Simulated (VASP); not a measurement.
## PbO2: single point with PBE

The system is PbO2.

```
Pb O
1.0
     5.18320    0.00000    0.00000
     0.00000    5.18320    0.00000
     0.00000    0.00000    3.54393
Pb O
2 4
Direct
  0.00000 0.00000 0.00000
  0.50000 0.50000 0.50000
  0.31051 0.31051 0.00000
  0.18949 0.81051 0.50000
  0.81051 0.18949 0.50000
  0.68949 0.68949 0.00000
```

This cell differs from its parent crystal: strain +4.0%.

```yaml
Program: VASP 6.6.1
Task: single point
Functional: PBE
Potentials_or_basis: VASP PAW PBE potentials, release 64 (Pb_d, O)
Cutoff: 520 eV
k_mesh: 6 × 6 × 8
Occupations: fermi-dirac, width 0.02 eV
Spin: no spin polarisation
```

```json
{
 "Pressure": "-6.8 GPa",
 "Largest force": "0.073 eV/Å",
 "Band gap on the k mesh": "0.07 eV (least direct gap 0.17 eV)"
}
```

Forces on the atoms (eV/Å):
```
Pb   0.000  0.000  0.000
Pb   0.000  0.000  0.000
O   -0.052 -0.052  0.000
O    0.052 -0.052  0.000
O   -0.052  0.052  0.000
O    0.052  0.052  0.000
```

Stress tensor (GPa, compression positive):
```
-5.72  0.00  0.00
 0.00 -5.72  0.00
 0.00  0.00 -8.85
```

Levels at points of the mesh, in eV from the valence-band top:
| k point | band 22 | band 23 | band 24 | band 25 | band 26 | band 27 | band 28 | band 29 | band 30 | band 31 |
| --- | --- | --- | --- | --- | --- | --- | --- | --- | --- | --- |
| (0.00, 0.00, 0.00) | -0.86 | -0.64 | -0.64 | -0.43 | -0.43 | 0.14 | 3.24 | 5.49 | 5.49 | 9.25 |
| (0.50, 0.00, 0.00) | -1.11 | -0.65 | -0.65 | -0.28 | -0.28 | 1.65 | 1.65 | 6.00 | 6.00 | 8.79 |
| (0.50, 0.50, 0.00) | -1.23 | -0.69 | -0.69 | -0.35 | -0.35 | 1.94 | 1.94 | 6.14 | 6.14 | 9.17 |
| (0.00, 0.00, 0.50) | -1.77 | -0.83 | -0.83 | -0.61 | -0.61 | 2.94 | 2.94 | 8.27 | 8.27 | 8.96 |
| (0.50, 0.00, 0.50) | -0.90 | -0.55 | -0.55 | -0.28 | -0.28 | 3.19 | 3.19 | 6.65 | 6.65 | 9.11 |
| (0.50, 0.50, 0.50) | -1.74 | -0.53 | -0.53 | -0.36 | -0.36 | 2.22 | 2.22 | 7.75 | 7.75 | 9.00 |

It took 3.5 min on 1 thread of AMD EPYC 7R13, with other jobs on the host, peak memory 0.25 GiB.

Caveat: the cell differs from its parent crystal (strain +4.0%); the cell stands under tension; the structure was generated, so it needn't be the stable form of PbO2; spin-orbit coupling is left out, which moves the levels of the heavy elements. A k mesh can miss the band edges.
